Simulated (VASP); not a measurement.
Crystal: SnO2.

```
CELL_PARAMETERS angstrom
5.17526 0.00000 0.00000
0.00000 5.17526 0.00000
0.00000 0.00000 5.17526
ATOMIC_POSITIONS crystal
Sn 0.00000 0.00000 0.00000
Sn 0.50000 0.00000 0.50000
Sn 0.50000 0.50000 0.00000
Sn 0.00000 0.50000 0.50000
O 0.66110 0.83890 0.16110
O 0.83890 0.16110 0.66110
O 0.16110 0.66110 0.83890
O 0.33890 0.33890 0.33890
O 0.66110 0.66110 0.66110
O 0.83890 0.33890 0.16110
O 0.16110 0.83890 0.33890
O 0.33890 0.16110 0.83890
```

- Program: VASP 6.6.1
- Task: relaxation of cell and atoms
- Functional: PBE
- Dispersion: D3(BJ)
- Potentials or basis: VASP PAW PBE potentials, release 64 (Sn_d, O)
- Cutoff: 600 eV
- k mesh: 5 × 5 × 5
- Occupations: fermi-dirac, width 0.05 eV
- Spin: no spin polarisation

At the start: pressure -3.4 GPa; volume 11.55 Å³/atom.

Problem. How do energy, volume and symmetry change on relaxing?

Solution. Over 10 steps the energy falls by 2.3 meV/atom and the volume is 11.34 Å³/atom (-1.8 %); space group Pa-3 (No. 205, to 0.1 Å) before and after.

The path:
```csv
step,energy change (eV),largest force (eV/Å),pressure (GPa),volume (Å³)
1,0.0000,0.0077,-3.40,138.61
2,0.0016,0.0408,3.79,133.75
3,-0.0265,0.0236,-0.02,136.18
4,-0.0265,0.0238,0.11,136.13
5,-0.0267,0.0196,-0.14,136.26
6,-0.0267,0.0184,-0.22,136.31
7,-0.0268,0.0170,-0.20,136.30
8,-0.0270,0.0107,-0.20,136.29
9,-0.0272,0.0009,-0.18,136.26
10,-0.0273,0.0009,0.02,136.11
```

Final structure:
```
CELL_PARAMETERS angstrom
5.14395 0.00000 0.00000
0.00000 5.14395 0.00000
0.00000 0.00000 5.14395
ATOMIC_POSITIONS crystal
Sn 0.00000 0.00000 0.00000
Sn 0.50000 0.00000 0.50000
Sn 0.50000 0.50000 0.00000
Sn 0.00000 0.50000 0.50000
O 0.66025 0.83975 0.16025
O 0.83975 0.16025 0.66025
O 0.16025 0.66025 0.83975
O 0.33975 0.33975 0.33975
O 0.66025 0.66025 0.66025
O 0.83975 0.33975 0.16025
O 0.16025 0.83975 0.33975
O 0.33975 0.16025 0.83975
```
